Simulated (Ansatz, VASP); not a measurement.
**Nb in VASP and in Ansatz**

```xyz
1
Lattice="-1.6361 1.6361 1.6361 1.6361 -1.6361 1.6361 1.6361 1.6361 -1.6361" Properties=species:S:1:pos:R:3 pbc="T T T"
Nb    0.0000    0.0000    0.0000
```

Alike in both runs: functional PBEsol; k mesh 18 × 18 × 18; occupations gaussian, width 0.1 eV; no spin polarisation.

Ansatz relaxed the structure, and its values are those at the end. VASP's run is a single point on that final structure, the one shown.

|  | VASP | Ansatz |
| --- | --- | --- |
| version | VASP 6.6.1 | Ansatz 0.2.0 |
| potentials or method | VASP PAW PBE potentials, release 64 (Nb_sv), cutoff 520 eV | scalar-relativistic, plane waves, PAW |
| valence electrons in the cell | 13 | 13 |

```csv
,VASP,Ansatz,Ansatz less VASP
gap on the k mesh at the Fermi level (eV),none,none,-
pressure (GPa),-0.3,0.0,+0.30
```

VASP's potentials were made for PBE, not for PBEsol. A gap of «none» marks a metal or a gap that the smearing closes. With one functional, cell and mesh, what is left measures potentials, basis and numerics.
